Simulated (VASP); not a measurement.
The system is CaS (l.bB).

```
Ca S
1.0
     0.00000    2.82500    2.82500
     2.82500    0.00000    2.82500
     2.82500    2.82500    0.00000
Ca S
1 1
Direct
  0.00000 0.00000 0.00000
  0.50000 0.50000 0.50000
```

- Program: VASP 6.6.1
- Task: relaxation of cell and atoms
- Functional: LDA
- Potentials or basis: VASP PAW LDA potentials, release 64 (Ca_sv, S)
- Cutoff: 500 eV
- k mesh: 8 × 8 × 8
- Occupations: gaussian, width 0.02 eV
- Spin: no spin polarisation

At the start: pressure -2.6 GPa; volume 22.55 Å³/atom.

Question: Where does the relaxation end?

Answer: Over 3 steps the energy falls by 7.9 meV/atom and the volume is 21.61 Å³/atom (-4.1 %); space group Fm-3m (No. 225, to 0.05 Å).

The path:
| step | energy change (eV) | largest force (eV/Å) | pressure (GPa) | volume (Å³) |
| --- | --- | --- | --- | --- |
| 1 | 0.0000 | 0.0000 | -2.61 | 45.09 |
| 2 | -0.0145 | 0.0000 | 0.80 | 42.73 |
| 3 | -0.0157 | 0.0000 | 0.00 | 43.23 |

Final structure:
```
Ca S
1.0
     0.00000    2.78556    2.78556
     2.78556    0.00000    2.78556
     2.78556    2.78556    0.00000
Ca S
1 1
Direct
  0.00000 0.00000 0.00000
  0.50000 0.50000 0.50000
```
